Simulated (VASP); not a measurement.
# MnGa7As8: single point with PBEsol+U

The system is MnGa7As8.

```
CELL_PARAMETERS angstrom
0.00000 5.65370 5.65370
5.65370 0.00000 5.65370
5.65370 5.65370 0.00000
ATOMIC_POSITIONS crystal
Mn 0.00113 0.99905 0.00054
Ga 0.00227 0.00035 0.49918
Ga 0.00219 0.49808 0.00187
Ga 0.00226 0.49773 0.49955
Ga 0.49986 0.00025 0.00195
Ga 0.49985 0.00042 0.49942
Ga 0.49990 0.49790 0.00188
Ga 0.50097 0.49912 0.50081
As 0.12704 0.12523 0.12637
As 0.12704 0.12494 0.62266
As 0.12707 0.62117 0.12669
As 0.12563 0.62424 0.62576
As 0.62324 0.12507 0.12659
As 0.62620 0.12376 0.62581
As 0.62613 0.62420 0.12545
As 0.62618 0.62428 0.62581
```

```
Program             : VASP 6.6.1
Task                : single point
Functional          : PBEsol
Potentials or basis : VASP PAW PBE potentials, release 64 (Mn_pv, Ga_d, As)
Cutoff              : 520 eV
k mesh              : 3 × 3 × 3
Occupations         : gaussian, width 0.05 eV
Spin                : no spin polarisation
Hubbard terms       : Mn d U = 3.5 eV
```

```yaml
Pressure: -0.8 GPa
Largest_force: 1.068 eV/Å
Band_gap_on_the_k_mesh: 0.77 eV (least direct gap 0.92 eV)
```

Forces in eV/Å, atoms in the order of the input:
```
Mn   0.003 -0.004  0.000
Ga   0.001 -0.002 -0.211
Ga  -0.003 -0.214  0.000
Ga   0.211 -0.005  0.001
Ga  -0.211 -0.005  0.004
Ga  -0.003  0.208  0.001
Ga  -0.001 -0.004  0.211
Ga   0.000  0.000  0.000
As  -0.616 -0.616 -0.616
As   0.608  0.611 -0.608
As   0.617 -0.619  0.614
As  -0.002  0.014  0.003
As  -0.604  0.609  0.603
As   0.002  0.008  0.002
As   0.001  0.013 -0.002
As  -0.002  0.006  0.000
```

Levels at points of the mesh, in eV from the valence-band top:
```
           k point  band 68  band 69  band 70  band 71  band 72  band 73  band 74  band 75  band 76  band 77
(0.00, 0.00, 0.00)    -0.53    -0.53     0.00     0.00     0.00     0.92     1.30     1.30     1.30     1.60
```

Eigenvalues of the final occupation matrices:
| site | spin | trace | eigenvalues |
| --- | --- | --- | --- |
| site 1 d | 1 | 2.56 | 0.27 0.27 0.27 0.87 0.87 |
| site 1 d | 2 | 2.56 | 0.27 0.27 0.27 0.87 0.87 |

Wall time 20 min on 1 thread of AMD EPYC 9755 128-Core Processor, on a shared host, peak memory 0.59 GiB.

Caveat: the PAW data sets were made with another functional, which shifts forces and pressure a little; the U is typed as a test and isn't derived for this compound. Spin polarisation is off, so any magnetic state and its effect on volume and gap are missing.
